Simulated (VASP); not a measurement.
# KF (Fm-3m) in VASP: single point with PBEsol

Aim: the single point of KF with PBEsol.

All numbers are computed with VASP 6.6.1; they aren't measurements. Logs are shortened: lines on timing, memory, paths and dates and some standing lists are left out, and cuts for length are marked.

### Step 1. The cell of the first run

Symmetry: Fm-3m, No. 225, cubic system. The conventional cell has a = 5.344 Å, b = 5.344 Å, c = 5.344 Å, α = 90.00°, β = 90.00°, γ = 90.00°. K (site symmetry m-3m) has 6 F at 2.67 Å within 3.5 Å. F (site symmetry m-3m) has 6 K at 2.67 Å within 3.5 Å.

### Step 2. Single point, PBEsol

Input file INCAR:

```
  PREC = Accurate
  ENCUT = 520
  EDIFF = 1E-6
  ISMEAR = -1
  SIGMA = 0.03
  LREAL = False
  LASPH = True
  NELM = 60
  ALGO = Normal
  ISIF = 2
  LWAVE = False
  LCHARG = False
  GGA = PS
  NBANDS = 15
```

Input file KPOINTS:

```
regular mesh
0
Gamma
  8 8 8
```

Input file POSCAR:

```
KF
1.0
    0.0000000000      2.6718500000      2.6718500000
    2.6718500000      0.0000000000      2.6718500000
    2.6718500000      2.6718500000      0.0000000000
K F
1 1
Direct
    0.0000000000      0.0000000000      0.0000000000
    0.5000000000      0.5000000000      0.5000000000
```

Potentials or basis: VASP PAW PBE potentials, release 64 (K_sv, F).

The run is started by

```
$ cat potpaw_PBE.64/K_sv/POTCAR potpaw_PBE.64/F/POTCAR > POTCAR
$ mpirun -np 1 vasp_std > vasp.out
```

OUTCAR:

```text
PREC = Accurate
   ENCUT = 520
   EDIFF = 1E-6
   ISMEAR = -1
   LREAL = False
   LASPH = True
   NELM = 60
   ISIF = 2
   GGA = PS

 ion  position               nearest neighbor table
   1  0.000  0.000  0.000-   2 2.67   2 2.67   2 2.67   2 2.67   2 2.67   2 2.67
   2  0.500  0.500  0.500-   1 2.67   1 2.67   1 2.67   1 2.67   1 2.67   1 2.67

  LATTYP: Found a face centered cubic cell.
 ALAT       =     5.3437000000

  Lattice vectors:

 A1 = (   0.0000000000,   2.6718500000,   2.6718500000)
 A2 = (   2.6718500000,   0.0000000000,   2.6718500000)
 A3 = (   2.6718500000,   2.6718500000,   0.0000000000)

Analysis of symmetry for initial positions (statically):
=====================================================================
 Subroutine PRICEL returns:
 Original cell was already a primitive cell.

 Routine SETGRP: Setting up the symmetry group for a
 face centered cubic supercell.

 Subroutine GETGRP returns: Found 48 space group operations
 (whereof 48 operations were pure point group operations)
 out of a pool of 48 trial point group operations.

The static configuration has the point symmetry O_h .

Analysis of symmetry for dynamics (positions and initial velocities):
=====================================================================
 Subroutine PRICEL returns:
 Original cell was already a primitive cell.

 Routine SETGRP: Setting up the symmetry group for a
 face centered cubic supercell.

 Subroutine GETGRP returns: Found 48 space group operations
 (whereof 48 operations were pure point group operations)
 out of a pool of 48 trial point group operations.

The dynamic configuration has the point symmetry O_h .

 Subroutine INISYM returns: Found 48 space group operations
 (whereof 48 operations are pure point group operations),
 and found     1 'primitive' translations

----------------------------------------------------------------------------------------

                                     Primitive cell

  volume of cell :      38.1475

  direct lattice vectors                    reciprocal lattice vectors
     0.000000000  2.671850000  2.671850000    -0.187136254  0.187136254  0.187136254
     2.671850000  0.000000000  2.671850000     0.187136254 -0.187136254  0.187136254
     2.671850000  2.671850000  0.000000000     0.187136254  0.187136254 -0.187136254

  length of vectors
     3.778566507  3.778566507  3.778566507     0.324129500  0.324129500  0.324129500

  position of ions in fractional coordinates (direct lattice)
     0.000000000  0.000000000  0.000000000
     0.500000000  0.500000000  0.500000000

  ion indices of the primitive-cell ions
   primitive index   ion index
                 1           1
                 2           2

----------------------------------------------------------------------------------------

 KPOINTS: regular mesh

Automatic generation of k-mesh.
 Grid dimensions read from file:
 generate k-points for:    8    8    8

 Generating k-lattice:

  Cartesian coordinates                     Fractional coordinates (reciprocal lattice)
    -0.023392032  0.023392032  0.023392032     0.125000000  0.000000000  0.000000000
     0.023392032 -0.023392032  0.023392032     0.000000000  0.125000000  0.000000000
     0.023392032  0.023392032 -0.023392032     0.000000000  0.000000000  0.125000000

  Length of vectors
     0.040516187  0.040516187  0.040516187

  Shift w.r.t. Gamma in fractional coordinates (k-lattice)
     0.000000000  0.000000000  0.000000000

 Subroutine IBZKPT returns following result:
 ===========================================

 Found     29 irreducible k-points:

 Following reciprocal coordinates:
            Coordinates               Weight
  0.000000  0.000000  0.000000      1.000000
  0.125000  0.000000  0.000000      8.000000
  0.250000  0.000000  0.000000      8.000000
  0.375000  0.000000  0.000000      8.000000
  0.500000  0.000000  0.000000      4.000000
  0.125000  0.125000  0.000000      6.000000
[... 16 lines left out ...]
  0.500000  0.250000  0.125000     48.000000
 -0.375000  0.250000  0.125000     24.000000
 [... further k-points ...]
   k-points           NKPTS =     29   k-points in BZ     NKDIM =     29   number of bands    NBANDS=     15
   number of dos      NEDOS =    301   number of ions     NIONS =      2
   total plane-waves  NPLWV =  21952
   dimension x,y,z NGX =    28 NGY =   28 NGZ =   28
   dimension x,y,z NGXF=    56 NGYF=   56 NGZF=   56
   ions per type =               1   1
   NGX,Y,Z   is equivalent  to a cutoff of  12.32, 12.32, 12.32 a.u.
   NGXF,Y,Z  is equivalent  to a cutoff of  24.64, 24.64, 24.64 a.u.
 SYSTEM =  unknown system
   PREC   = accura    normal or accurate (medium, high low for compatibility)
   ISTART =      0    job   : 0-new  1-cont  2-samecut
   ICHARG =      2    charge: 1-file 2-atom 10-const
   ISPIN  =      1    spin polarized calculation?
   LNONCOLLINEAR =      F non collinear calculations
   LSORBIT =      F    spin-orbit coupling
   LASPH  =      T    aspherical Exc in radial PAW
   ENCUT  =  520.0 eV  38.22 Ry    6.18 a.u.   7.03  7.03  7.03*2*pi/ulx,y,z
   NELM   =     60;   NELMIN=  2; NELMDL= -5     # of ELM steps
   EDIFF  = 0.1E-05   stopping-criterion for ELM
   LREAL  =      F    real-space projection
   EDIFFG = 0.1E-04   stopping-criterion for IOM
   NSW    =      0    number of steps for IOM
   IBRION =     -1    ionic relax: 0-MD 1-quasi-New 2-CG
   NFREE  =      0    steps in history (QN), initial steepest desc. (CG)
   ISIF   =      2    stress and relaxation
   ISYM   =      2    0-nonsym 1-usesym 2-fastsym
   POTIM  = 0.5000    time-step for ionic-motion
   TEBEG  =    0.0;   TEEND  =   0.0 temperature during run
   PSTRESS=    0.0 pullay stress
   NELECT =      16.0000    total number of electrons
   NUPDOWN=      -1.0000    fix difference up-down
   EMIN   =  10.00;   EMAX   =-10.00  energy-range for DOS
   EFERMI =   0.00;   METHOD = LEGACY
   ISMEAR =    -1;   SIGMA  =   0.03  broadening in eV -4-tet -1-fermi 0-gaus
   EFERMI_NEDOS =   21; number of points for ismear=-14 and -15
   IALGO  =     38    algorithm
   IMIX   =      4    mixing-type and parameters
     AMIX     =   0.40;   BMIX     =  1.00
     AMIX_MAG =   1.60;   BMIX_MAG =  1.00
  volume/ion in A,a.u.               =      19.07       128.72
  Fermi-wavevector in a.u.,A,eV,Ry     =   1.225442  2.315750 20.431978  1.501708
  Thomas-Fermi vector in A             =   2.360480
   LORBIT       =      0    0 simple, 1 ext, 2 COOP (PROOUT), +10 PAW based schemes
   GGA     = PS    functional components
   LHFCALC =     F    Hartree Fock is set to
   AEXX    =    0.0000 exact exchange contribution
   IVDW    =     0    specifies the selected vdW correction
   LEPSILON=     F    determine dielectric tensor
   LRPA    =     F    only Hartree local field effects (RPA)
 non-spin polarized calculation
  energy-cutoff  :      520.00
  volume of cell :       38.15
 maximum number of plane-waves:      1036
   NGX = 13   NGY = 13   NGZ = 13

 number of electron      16.0000002 magnetization

 Free energy of the ion-electron system (eV)
  ---------------------------------------------------
  ext. energy  EPLUGINS =         0.00000000
  ---------------------------------------------------
  free energy    TOTEN  =        -8.51960744 eV

  energy without entropy =       -8.51960744  energy(sigma->0) =       -8.51960744

 E-fermi :  -2.2418     XC(G=0):  -8.6086

 val. band max:       -2.9076430296   @ k =   0.0000   0.0000   0.0000
 cond. band min:       3.1224500615   @ k =   0.0000   0.0000   0.0000
 fundamental gap:      6.0300930911
 Fermi energy:        -2.2417857554

 k-point     1 :       0.0000    0.0000    0.0000
  band No.  band energies     occupation
      1     -28.8723      2.00000
      2     -21.4354      2.00000
      3     -12.1838      2.00000
      4     -12.1838      2.00000
      5     -12.1838      2.00000
      6      -2.9077      2.00000
      7      -2.9076      2.00000
      8      -2.9076      2.00000
      9       3.1225      0.00000
     10       7.7274      0.00000
     11       7.7274      0.00000
     12       7.7274      0.00000
     13       9.4012      0.00000
     14       9.4012      0.00000
     15      13.8095      0.00000

 k-point     2 :       0.1250    0.0000    0.0000
  band No.  band energies     occupation
      1     -28.8581      2.00000
      2     -21.4493      2.00000
      3     -12.2257      2.00000
      4     -12.1894      2.00000
      5     -12.1894      2.00000
      6      -3.0522      2.00000
      7      -2.9616      2.00000
      8      -2.9616      2.00000
      9       3.5592      0.00000
     10       7.4649      0.00000
     11       7.9400      0.00000
     12       7.9400      0.00000
     13       9.5478      0.00000
     14       9.5478      0.00000
     15      14.5814      0.00000

 k-point     3 :       0.2500    0.0000    0.0000
  band No.  band energies     occupation
      1     -28.8235      2.00000
      2     -21.4816      2.00000
      3     -12.3258      2.00000
      4     -12.2027      2.00000
      5     -12.2027      2.00000
      6      -3.3573      2.00000
      7      -3.0889      2.00000
      8      -3.0889      2.00000
      9       4.6452      0.00000
     10       7.1013      0.00000
     11       8.4665      0.00000
     12       8.4665      0.00000
     13      10.0038      0.00000
     14      10.0038      0.00000
     15      15.6523      0.00000

 k-point     4 :       0.3750    0.0000    0.0000
  band No.  band energies     occupation
      1     -28.7885      2.00000
      2     -21.5142      2.00000
      3     -12.4245      2.00000
      4     -12.2157      2.00000
      5     -12.2157      2.00000
      6      -3.6201      2.00000
      7      -3.2124      2.00000
      8      -3.2124      2.00000
      9       5.7389      0.00000
     10       7.1755      0.00000
     11       8.9619      0.00000
     12       8.9619      0.00000
     13      10.8085      0.00000
     14      10.8085      0.00000
     15      14.2100      0.00000
[... 307 lines left out ...]
 k-point    22 :       0.3750    0.2500    0.1250
  band No.  band energies     occupation
      1     -28.7998      2.00000
      2     -21.4853      2.00000
      3     -12.3670      2.00000
      4     -12.3354      2.00000
      5     -12.2349      2.00000
      6      -3.4512      2.00000
      7      -3.1256      2.00000
      8      -2.9867      2.00000
      9       5.3354      0.00000
     10       6.4552      0.00000
     11       8.9391      0.00000
     12       9.1253      0.00000
     13      10.0314      0.00000
     14      10.5020      0.00000
     15      15.3145      0.00000

 k-point    23 :       0.5000    0.2500    0.1250
  band No.  band energies     occupation
      1     -28.7730      2.00000
      2     -21.4984      2.00000
      3     -12.4679      2.00000
      4     -12.3898      2.00000
      5     -12.2503      2.00000
      6      -3.4838      2.00000
      7      -3.2121      2.00000
      8      -3.0698      2.00000
      9       6.2010      0.00000
     10       6.6402      0.00000
     11       8.7989      0.00000
     12       9.6443      0.00000
     13      10.5752      0.00000
     14      11.5570      0.00000
     15      13.2281      0.00000

 k-point    24 :      -0.3750    0.2500    0.1250
  band No.  band energies     occupation
      1     -28.7618      2.00000
      2     -21.5038      2.00000
      3     -12.5134      2.00000
      4     -12.4069      2.00000
      5     -12.2582      2.00000
      6      -3.4903      2.00000
      7      -3.1918      2.00000
      8      -3.1676      2.00000
      9       6.3933      0.00000
     10       7.0723      0.00000
     11       8.7230      0.00000
     12       9.7959      0.00000
     13      11.0647      0.00000
     14      12.0949      0.00000
     15      12.3101      0.00000

 [... further k-points ...]

------------------------ aborting loop because EDIFF is reached ----------------------------------------

  FORCE on cell =-STRESS in cart. coord.  units (eV):
  Direction    XX          YY          ZZ          XY          YZ          ZX
  --------------------------------------------------------------------------------------
  -------------------------------------------------------------------------------------
  Total       -0.1473144     -0.1473144     -0.1473144      0.0000000     -0.0000000     -0.0000000
  in kB       -6.1871352     -6.1871352     -6.1871352      0.0000000     -0.0000000     -0.0000000
  external PRESSURE =      -6.1871352 kB  Pullay stress =       0.0000000 kB

 VOLUME and BASIS-vectors are now :
 -----------------------------------------------------------------------------
  energy-cutoff  :      520.00
  volume of cell :       38.15
      direct lattice vectors                 reciprocal lattice vectors
     0.000000000  2.671850000  2.671850000    -0.187136254  0.187136254  0.187136254
     2.671850000  0.000000000  2.671850000     0.187136254 -0.187136254  0.187136254
     2.671850000  2.671850000  0.000000000     0.187136254  0.187136254 -0.187136254

 POSITION                                       TOTAL-FORCE (eV/Angst)
 -----------------------------------------------------------------------------------
      0.00000      0.00000      0.00000        -0.000000     -0.000000      0.000000
      2.67185      2.67185      2.67185         0.000000      0.000000     -0.000000
 -----------------------------------------------------------------------------------
    total drift:                                0.000000      0.000000      0.000000

  FREE ENERGIE OF THE ION-ELECTRON SYSTEM (eV)
  ---------------------------------------------------
  free  energy   TOTEN  =        -8.5196074439 eV

  energy  without entropy=       -8.5196074439  energy(sigma->0) =       -8.51960744
```

Run time: 24 s. Hardware: 1 thread of Intel Xeon Platinum 8175M at 2.50GHz (Skylake/Cascade Lake), shared host; peak memory 0.15 GiB.

What came out:

- Free energy: -8.5196 eV
- Pressure: -0.6 GPa
- Band gap on the k mesh: 6.03 eV

Levels at points of the mesh, in eV from the valence-band top:
| k point | band 6 | band 7 | band 8 | band 9 | band 10 | band 11 |
| --- | --- | --- | --- | --- | --- | --- |
| (0.00, 0.00, 0.00) | 0.00 | 0.00 | 0.00 | 6.03 | 10.63 | 10.63 |
| (0.50, 0.00, 0.00) | -0.81 | -0.35 | -0.35 | 8.97 | 10.46 | 12.05 |
| (0.50, 0.50, 0.00) | -0.21 | -0.06 | -0.06 | 8.10 | 10.23 | 11.66 |

Caveat: the PAW data sets were made with another functional, which shifts forces and pressure a little. A hybrid or GW would open this gap; PBEsol tends to underestimate it.
